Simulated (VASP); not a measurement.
Set up this calculation in VASP 6.6.1, as the native input.

```yaml
Task: single point
Functional: PBEsol
Potentials_or_basis: VASP PAW PBE potentials, release 64 (Li_sv)
Cutoff: 520 eV
k_mesh: 15 × 15 × 15
Occupations: fermi-dirac, width 0.08 eV
Spin: no spin polarisation
Dipole_correction: no
Further_INCAR_settings: ALGO = Normal; EDIFF = 1e-07; NBANDS = 8
```

The structure of Li lies in POSCAR:

```
Li
1.0
   -1.7500000000      1.7500000000      1.7675000000
    1.7500000000     -1.7500000000      1.7675000000
    1.7500000000      1.7500000000     -1.7675000000
Li
1
Direct
    0.0000000000      0.0000000000      0.0000000000
```

This cell differs from its parent crystal: zz strain of +1 %.

One way to write it, as run:

INCAR

```
SYSTEM = Li
ALGO = Normal
EDIFF = 1E-7
ENCUT = 520
GGA = PS
ISIF = 2
ISMEAR = -1
LASPH = .TRUE.
LCHARG = .FALSE.
LREAL = .FALSE.
LWAVE = .FALSE.
NBANDS = 8
NELM = 60
PREC = Accurate
SIGMA = 0.08
```

KPOINTS

```
k-points
0
G
  15 15 15
  0 0 0
```

Potentials or basis: VASP PAW PBE potentials, release 64 (Li_sv).

Launch:

```console
$ cat potpaw_PBE.64/Li_sv/POTCAR > POTCAR
$ mpirun -np 1 vasp_std > vasp.out
```

It took 26 s on 1 thread of Intel(R) Xeon(R) Platinum 8259CL CPU @ 2.50GHz (Skylake/Cascade Lake) (shared host), peak memory 0.15 GiB.
